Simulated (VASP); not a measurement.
# DyAgH2 in VASP: notebook

DyAgH2 is run at these levels: PBE; tasks: single point, relaxation of cell and atoms.

Program: VASP 6.6.1. These are calculated values, not measurements. Logs are shortened: lines on timing, memory, paths and dates and some standing lists are left out, and cuts for length are marked.

## (1) The cell of the first run

The typed cell holds 8 atoms: a = 3.771 Å, b = 3.775 Å, c = 7.598 Å, α = 90.00°, β = 90.00°, γ = 90.00°.

The cell was generated, and may not be a known phase.

## (2) Single point, PBE

INCAR reads:

```
PREC = Accurate ; ENCUT = 500
EDIFF = 1E-6 ; ISMEAR = 0
SIGMA = 0.2 ; LREAL = False
LASPH = True ; NELM = 200
ALGO = Normal ; ISIF = 2
LWAVE = False ; LCHARG = False
GGA = PE ; NBANDS = 32
GGA_COMPAT = False ; LMAXMIX = 6
```

KPOINTS reads:

```
regular mesh
0
Gamma
  5 5 2
```

POSCAR reads:

```
DyAgH2
1.0
    3.7714171092      0.0000000000      0.0000000000
    0.0000000000      3.7746231939      0.0000000000
    0.0000000000      0.0000000000      7.5975389117
Dy Ag H
2 2 4
Direct
    0.0000000000      0.0000000000      0.1513771041
    0.5000000000      0.5000000000      0.8486228959
    0.0000000000      0.5000000000      0.4999144345
    0.5000000000      0.0000000000      0.5000855655
    0.0000000000      0.0000000000      0.8474528828
    0.5000000000      0.5000000000      0.1525471172
    0.0000000000      0.5000000000      0.9999800415
    0.5000000000      0.0000000000      0.0000199585
```

Potentials or basis: VASP PAW PBE potentials, release 64 (Dy_3, Ag, H), 4f in core.

Started as:

```sh
$ cat potpaw_PBE.64/Dy_3/POTCAR potpaw_PBE.64/Ag/POTCAR potpaw_PBE.64/H/POTCAR > POTCAR
$ mpirun -np 1 vasp_std > vasp.out
```

OUTCAR:

```text
PREC = Accurate
   ENCUT = 500
   EDIFF = 1E-6
   ISMEAR = 0
   LREAL = False
   LASPH = True
   NELM = 200
   ISIF = 2
   GGA = PE

 ion  position               nearest neighbor table
   1  0.000  0.000  0.151-   8 2.21   8 2.21   7 2.21   7 2.21   5 2.31   3 3.25   3 3.25   4 3.25
                             4 3.25   2 3.52   2 3.52   2 3.52   2 3.52
   2  0.500  0.500  0.849-   7 2.21   7 2.21   8 2.21   8 2.21   6 2.31   4 3.25   4 3.25   3 3.25
                             3 3.25   1 3.52   1 3.52   1 3.52   1 3.52
   3  0.000  0.500  0.500-   4 2.67   4 2.67   4 2.67   4 2.67   1 3.25   1 3.25   2 3.25   2 3.25

   4  0.500  0.000  0.500-   3 2.67   3 2.67   3 2.67   3 2.67   2 3.25   2 3.25   1 3.25   1 3.25

   5  0.000  0.000  0.847-   1 2.31
   6  0.500  0.500  0.153-   2 2.31
   7  0.000  0.500  1.000-   2 2.21   2 2.21   1 2.21   1 2.21
   8  0.500  0.000  0.000-   1 2.21   1 2.21   2 2.21   2 2.21

  LATTYP: Found a simple orthorhombic cell.
 ALAT       =     3.7714171092
 B/A-ratio  =     1.0008501008
 C/A-ratio  =     2.0145050764

  Lattice vectors:

 A1 = (   3.7714171092,   0.0000000000,   0.0000000000)
 A2 = (   0.0000000000,   3.7746231939,   0.0000000000)
 A3 = (   0.0000000000,   0.0000000000,   7.5975389117)

Analysis of symmetry for initial positions (statically):
=====================================================================
 Subroutine PRICEL returns:
 Original cell was already a primitive cell.

 Routine SETGRP: Setting up the symmetry group for a
 simple orthorhombic supercell.

 Subroutine GETGRP returns: Found  8 space group operations
 (whereof  4 operations were pure point group operations)
 out of a pool of  8 trial point group operations.

The static configuration has the point symmetry C_2v.
 The point group associated with its full space group is D_2h.

Analysis of symmetry for dynamics (positions and initial velocities):
=====================================================================
 Subroutine PRICEL returns:
 Original cell was already a primitive cell.

 Routine SETGRP: Setting up the symmetry group for a
 simple orthorhombic supercell.

 Subroutine GETGRP returns: Found  8 space group operations
 (whereof  4 operations were pure point group operations)
 out of a pool of  8 trial point group operations.

The dynamic configuration has the point symmetry C_2v.
 The point group associated with its full space group is D_2h.

 Subroutine INISYM returns: Found  8 space group operations
 (whereof  4 operations are pure point group operations),
 and found     1 'primitive' translations

----------------------------------------------------------------------------------------

                                     Primitive cell

  volume of cell :     108.1561

  direct lattice vectors                    reciprocal lattice vectors
     3.771417109  0.000000000  0.000000000     0.265152321  0.000000000  0.000000000
     0.000000000  3.774623194  0.000000000     0.000000000  0.264927106  0.000000000
     0.000000000  0.000000000  7.597538912     0.000000000  0.000000000  0.131621570

  length of vectors
     3.771417109  3.774623194  7.597538912     0.265152321  0.264927106  0.131621570

  position of ions in fractional coordinates (direct lattice)
     0.000000000  0.000000000  0.151377104
     0.500000000  0.500000000  0.848622896
     0.000000000  0.500000000  0.499914434
     0.500000000  0.000000000  0.500085566
     0.000000000  0.000000000  0.847452883
     0.500000000  0.500000000  0.152547117
     0.000000000  0.500000000  0.999980042
     0.500000000  0.000000000  0.000019958

  ion indices of the primitive-cell ions
   primitive index   ion index
                 1           1
                 2           2
                 3           3
                 4           4
                 5           5
                 6           6
                 7           7
                 8           8

----------------------------------------------------------------------------------------

 KPOINTS: regular mesh

Automatic generation of k-mesh.
 Grid dimensions read from file:
 generate k-points for:    5    5    2

 Generating k-lattice:

  Cartesian coordinates                     Fractional coordinates (reciprocal lattice)
     0.053030464  0.000000000  0.000000000     0.200000000  0.000000000  0.000000000
     0.000000000  0.052985421  0.000000000     0.000000000  0.200000000  0.000000000
     0.000000000  0.000000000  0.065810785     0.000000000  0.000000000  0.500000000

  Length of vectors
     0.053030464  0.052985421  0.065810785

  Shift w.r.t. Gamma in fractional coordinates (k-lattice)
     0.000000000  0.000000000  0.000000000

 Subroutine IBZKPT returns following result:
 ===========================================

 Found     18 irreducible k-points:

 Following reciprocal coordinates:
            Coordinates               Weight
  0.000000  0.000000  0.000000      1.000000
  0.200000  0.000000  0.000000      2.000000
  0.400000  0.000000  0.000000      2.000000
  0.000000  0.200000  0.000000      2.000000
  0.200000  0.200000  0.000000      4.000000
  0.400000  0.200000  0.000000      4.000000
[... 10 lines left out ...]
  0.200000  0.400000  0.500000      4.000000
  0.400000  0.400000  0.500000      4.000000
   k-points           NKPTS =     18   k-points in BZ     NKDIM =     18   number of bands    NBANDS=     32
   number of dos      NEDOS =    301   number of ions     NIONS =      8
   total plane-waves  NPLWV =  43904
   dimension x,y,z NGX =    28 NGY =   28 NGZ =   56
   dimension x,y,z NGXF=    56 NGYF=   56 NGZF=  112
   ions per type =               2   2   4
   NGX,Y,Z   is equivalent  to a cutoff of  12.34, 12.33, 12.25 a.u.
   NGXF,Y,Z  is equivalent  to a cutoff of  24.69, 24.66, 24.51 a.u.
 SYSTEM =  unknown system
   PREC   = accura    normal or accurate (medium, high low for compatibility)
   ISTART =      0    job   : 0-new  1-cont  2-samecut
   ICHARG =      2    charge: 1-file 2-atom 10-const
   ISPIN  =      1    spin polarized calculation?
   LNONCOLLINEAR =      F non collinear calculations
   LSORBIT =      F    spin-orbit coupling
   LASPH  =      T    aspherical Exc in radial PAW
   ENCUT  =  500.0 eV  36.75 Ry    6.06 a.u.   6.88  6.88 13.85*2*pi/ulx,y,z
   NELM   =    200;   NELMIN=  2; NELMDL= -5     # of ELM steps
   EDIFF  = 0.1E-05   stopping-criterion for ELM
   LREAL  =      F    real-space projection
   EDIFFG = 0.1E-04   stopping-criterion for IOM
   NSW    =      0    number of steps for IOM
   IBRION =     -1    ionic relax: 0-MD 1-quasi-New 2-CG
   NFREE  =      0    steps in history (QN), initial steepest desc. (CG)
   ISIF   =      2    stress and relaxation
   ISYM   =      2    0-nonsym 1-usesym 2-fastsym
   POTIM  = 0.5000    time-step for ionic-motion
   TEBEG  =    0.0;   TEEND  =   0.0 temperature during run
   PSTRESS=    0.0 pullay stress
   NELECT =      44.0000    total number of electrons
   NUPDOWN=      -1.0000    fix difference up-down
   EMIN   =  10.00;   EMAX   =-10.00  energy-range for DOS
   EFERMI =   0.00;   METHOD = LEGACY
   ISMEAR =     0;   SIGMA  =   0.20  broadening in eV -4-tet -1-fermi 0-gaus
   EFERMI_NEDOS =   21; number of points for ismear=-14 and -15
   IALGO  =     38    algorithm
   IMIX   =      4    mixing-type and parameters
     AMIX     =   0.40;   BMIX     =  1.00
     AMIX_MAG =   1.60;   BMIX_MAG =  1.00
  volume/ion in A,a.u.               =      13.52        91.23
  Fermi-wavevector in a.u.,A,eV,Ry     =   1.213041  2.292314 20.020532  1.471468
  Thomas-Fermi vector in A             =   2.348505
   LORBIT       =      0    0 simple, 1 ext, 2 COOP (PROOUT), +10 PAW based schemes
   GGA     = PE    functional components
   LHFCALC =     F    Hartree Fock is set to
   AEXX    =    0.0000 exact exchange contribution
   IVDW    =     0    specifies the selected vdW correction
   LEPSILON=     F    determine dielectric tensor
   LRPA    =     F    only Hartree local field effects (RPA)
 non-spin polarized calculation
 Gauss-broadening in eV      SIGMA  =   0.20
  energy-cutoff  :      500.00
  volume of cell :      108.16
 maximum number of plane-waves:      2770
 NGX is ok and might be reduce to    28
   NGX = 13   NGY = 13   NGZ = 27

 number of electron      43.9999978 magnetization

 Free energy of the ion-electron system (eV)
  ---------------------------------------------------
  ext. energy  EPLUGINS =         0.00000000
  ---------------------------------------------------
  free energy    TOTEN  =       -30.00575653 eV

  energy without entropy =      -29.96865155  energy(sigma->0) =      -29.98720404

 E-fermi :   5.2837     XC(G=0): -10.6688

 val. band max:        5.2182803167   @ k =   0.0000   0.0000   0.0000
 cond. band min:       5.3234201586   @ k =   0.0000   0.0000   0.0000
 fundamental gap:      0.1051398419
 Fermi energy:         5.2837327710

 k-point     1 :       0.0000    0.0000    0.0000
  band No.  band energies     occupation
      1     -19.1641      2.00000
      2     -19.0470      2.00000
      3     -19.0458      2.00000
      4     -18.8798      2.00000
      5     -18.8790      2.00000
      6     -18.8225      2.00000
[... 24 lines left out ...]
     31       9.6107      0.00000
     32       9.6276      0.00000

 k-point     2 :       0.2000    0.0000    0.0000
  band No.  band energies     occupation
      1     -19.1858      2.00000
      2     -19.1439      2.00000
      3     -19.0249      2.00000
      4     -18.9151      2.00000
      5     -18.8894      2.00000
      6     -18.8130      2.00000
[... 24 lines left out ...]
     31       9.5022      0.00000
     32       9.9501      0.00000

 k-point     3 :       0.4000    0.0000    0.0000
  band No.  band energies     occupation
      1     -19.2775      2.00000
      2     -19.2748      2.00000
      3     -18.9729      2.00000
      4     -18.9210      2.00000
      5     -18.8972      2.00000
      6     -18.8379      2.00000
[... 24 lines left out ...]
     31       8.9851      0.00000
     32       9.8139      0.00000

 k-point     4 :       0.0000    0.2000    0.0000
  band No.  band energies     occupation
      1     -19.1859      2.00000
      2     -19.1445      2.00000
      3     -19.0237      2.00000
      4     -18.9153      2.00000
      5     -18.8886      2.00000
      6     -18.8131      2.00000
[... 24 lines left out ...]
     31       9.4976      0.00000
     32       9.9447      0.00000

 k-point     5 :       0.2000    0.2000    0.0000
  band No.  band energies     occupation
      1     -19.1999      2.00000
      2     -19.1449      2.00000
      3     -19.0914      2.00000
      4     -18.9278      2.00000
      5     -18.9264      2.00000
      6     -18.8094      2.00000
[... 374 lines left out ...]
     31       9.5670      0.00000
     32      10.2262      0.00000

 k-point    16 :       0.0000    0.4000    0.5000
  band No.  band energies     occupation
      1     -19.2783      2.00000
      2     -19.2750      2.00000
      3     -18.9720      2.00000
      4     -18.9201      2.00000
      5     -18.8950      2.00000
      6     -18.8380      2.00000
[... 24 lines left out ...]
     31       9.2894      0.00000
     32      10.2414      0.00000

 k-point    17 :       0.2000    0.4000    0.5000
  band No.  band energies     occupation
      1     -19.2719      2.00000
      2     -19.2658      2.00000
      3     -19.0391      2.00000
      4     -18.9712      2.00000
      5     -18.9076      2.00000
      6     -18.8438      2.00000
[... 24 lines left out ...]
     31       9.5648      0.00000
     32      10.2253      0.00000

 k-point    18 :       0.4000    0.4000    0.5000
  band No.  band energies     occupation
      1     -19.3054      2.00000
      2     -19.2990      2.00000
      3     -19.0568      2.00000
      4     -19.0065      2.00000
      5     -18.9330      2.00000
      6     -18.8881      2.00000
[... 24 lines left out ...]
     31       9.9543      0.00000
     32      10.6551      0.00000

------------------------ aborting loop because EDIFF is reached ----------------------------------------

  FORCE on cell =-STRESS in cart. coord.  units (eV):
  Direction    XX          YY          ZZ          XY          YZ          ZX
  --------------------------------------------------------------------------------------
  -------------------------------------------------------------------------------------
  Total        0.2610315      0.2247380      0.2094818      0.0000000      0.0000000      0.0000000
  in kB        3.8668061      3.3291695      3.1031722      0.0000000      0.0000000      0.0000000
  external PRESSURE =       3.4330492 kB  Pullay stress =       0.0000000 kB

 VOLUME and BASIS-vectors are now :
 -----------------------------------------------------------------------------
  energy-cutoff  :      500.00
  volume of cell :      108.16
      direct lattice vectors                 reciprocal lattice vectors
     3.771417109  0.000000000  0.000000000     0.265152321  0.000000000  0.000000000
     0.000000000  3.774623194  0.000000000     0.000000000  0.264927106  0.000000000
     0.000000000  0.000000000  7.597538912     0.000000000  0.000000000  0.131621570

 POSITION                                       TOTAL-FORCE (eV/Angst)
 -----------------------------------------------------------------------------------
      0.00000      0.00000      1.15009         0.000000      0.000000      0.005246
      1.88571      1.88731      6.44745         0.000000      0.000000     -0.005246
      0.00000      1.88731      3.79812         0.000000      0.000000      0.000493
      1.88571      0.00000      3.79942         0.000000      0.000000     -0.000493
      0.00000      0.00000      6.43856         0.000000      0.000000     -0.002258
      1.88571      1.88731      1.15898         0.000000      0.000000      0.002258
      0.00000      1.88731      7.59739         0.000000      0.000000     -0.000358
      1.88571      0.00000      0.00015         0.000000      0.000000      0.000358
 -----------------------------------------------------------------------------------
    total drift:                                0.000000      0.000000      0.000000

  FREE ENERGIE OF THE ION-ELECTRON SYSTEM (eV)
  ---------------------------------------------------
  free  energy   TOTEN  =       -30.0057565257 eV

  energy  without entropy=      -29.9686515526  energy(sigma->0) =      -29.98720404
```

Wall time 53 s (1 thread of AMD EPYC 7R13 (Zen 3), shared host); peak memory 0.2 GiB.

Results:

| Item | Value |
| --- | --- |
| Free energy | -30.0058 eV |
| Pressure | 0.3 GPa |
| Largest force | 0.005 eV/Å |
| Band gap on the k mesh | zero (bands 22 and 23 overlap by 0.91 eV) |

Forces in eV/Å, atoms in the order of the input:
```
Dy   0.000  0.000  0.005
Dy   0.000  0.000 -0.005
Ag   0.000  0.000  0.000
Ag   0.000  0.000  0.000
H    0.000  0.000 -0.002
H    0.000  0.000  0.002
H    0.000  0.000  0.000
H    0.000  0.000  0.000
```

Caveat: the k points lie up to 0.41 Å⁻¹ apart, too coarse for converged energies and pressures of a metal; spin-orbit coupling is left out, which moves the levels of the heavy elements; the 4f electrons are frozen in the core, so they carry no moment and show no levels. Spin polarisation is off, so any magnetic state and its effect on volume and gap are missing.

[end of part 1 of 3]

The gap in the log of VASP goes by the Fermi energy; the results here count the filled bands.